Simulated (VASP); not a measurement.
Set up this calculation in VASP 6.6.1, as the native input.

```
Task                               : single point
Functional                         : HSE06
Potentials or basis                : VASP PAW PBE potentials, release 64 (Zn, S)
Cutoff                             : 520 eV
k mesh                             : 6 × 6 × 2
Occupations                        : fermi-dirac, width 0.05 eV
Spin                               : no spin polarisation
Dipole correction                  : no
Grid for exact exchange (PRECFOCK) : Fast
Further INCAR settings             : ALGO = Normal; EDIFF = 1e-06; NBANDS = 46
Share of exact exchange            : 0.25
Screening parameter                : 0.2079 1/Å
```

ZnS:

```
CELL_PARAMETERS angstrom
3.82270 0.00000 0.00000
-1.91135 3.31056 0.00000
0.00000 0.00000 12.52000
ATOMIC_POSITIONS crystal
Zn 0.66667 0.33333 0.75000
Zn 0.33333 0.66667 0.25000
Zn 0.00000 0.00000 0.50000
Zn 0.00000 0.00000 0.00000
S 0.66667 0.33333 0.93750
S 0.33333 0.66667 0.43750
S 0.00000 0.00000 0.68750
S 0.00000 0.00000 0.18750
```

The input as run:

POSCAR

```
ZnS
1.0
    3.8227000000      0.0000000000      0.0000000000
   -1.9113500000      3.3105553110      0.0000000000
    0.0000000000      0.0000000000     12.5200000000
Zn S
4 4
Direct
    0.6666666667      0.3333333333      0.7500000000
    0.3333333333      0.6666666667      0.2500000000
    0.0000000000      0.0000000000      0.5000000000
    0.0000000000      0.0000000000      0.0000000000
    0.6666666667      0.3333333333      0.9375000000
    0.3333333333      0.6666666667      0.4375000000
    0.0000000000      0.0000000000      0.6875000000
    0.0000000000      0.0000000000      0.1875000000
```

INCAR.step1

```
PREC = Accurate
ENCUT = 520
EDIFF = 1E-5
ISMEAR = -1
SIGMA = 0.05
LREAL = F
LASPH = T
NELM = 80
ALGO = Normal
ISIF = 2
LWAVE = T
NBANDS = 46
GGA = PE
KPAR = 8
```

INCAR.step2

```
PREC = Accurate
ENCUT = 520
EDIFF = 1E-6
ISMEAR = -1
SIGMA = 0.05
LREAL = F
LASPH = T
NELM = 80
ALGO = Normal
ISIF = 2
LWAVE = F
LCHARG = T
GGA = PE
LHFCALC = T
HFSCREEN = 0.2079
PRECFOCK = Fast
LVHAR = T
NBANDS = 46
ISTART = 1
KPAR = 8
```

KPOINTS

```
Automatic mesh
0
Gamma
  6 6 2
```

Potentials or basis: VASP PAW PBE potentials, release 64 (Zn, S).

Run with:

```console
$ cat potpaw_PBE.64/Zn/POTCAR potpaw_PBE.64/S/POTCAR > POTCAR
$ cp INCAR.step1 INCAR
$ mpirun -np 8 vasp_std > vasp.out
$ cp INCAR.step2 INCAR
$ mpirun -np 8 vasp_std > vasp.out
```

It gave:

The pressure is 0.7 GPa and the largest force is 0.040 eV/Å. The band gap on the k mesh is 3.34 eV.

Caveat: the PAW data sets were made with another functional, which shifts forces and pressure a little.

Wall time 25 min on 8 MPI ranks on Intel(R) Xeon(R) Platinum 8488C (Sapphire Rapids), on a shared host, peak memory 0.45 GiB a rank.
